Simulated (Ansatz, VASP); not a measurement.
## Two plane-wave programs on GaN

```
Ga N
1.0
     0.00000    2.25350    2.25350
     2.25350    0.00000    2.25350
     2.25350    2.25350    0.00000
Ga N
1 1
Direct
  0.00000 0.00000 0.00000
  0.25000 0.25000 0.25000
```

Alike in both runs: task single point; functional PBEsol; k mesh 8 × 8 × 8; occupations gaussian, width 0.1 eV; no spin polarisation.

|  | VASP | Ansatz |
| --- | --- | --- |
| version | VASP 6.6.1 | Ansatz 0.2.0 |
| potentials or method | VASP PAW PBE potentials, release 64 (Ga_d, N), cutoff 600 eV | scalar-relativistic, plane waves, PAW |
| valence electrons in the cell | 18 | 18 |

```tsv
	VASP	Ansatz	Ansatz less VASP
gap on the k mesh at the Fermi level (eV)	1.68	1.66	-0.018
least direct gap on the mesh (eV)	1.68	1.66	-0.018
pressure (GPa)	-1.5	-1.1	+0.37
```

VASP's potentials were made for PBE, not for PBEsol. With one functional, cell and mesh, what is left measures potentials, basis and numerics.
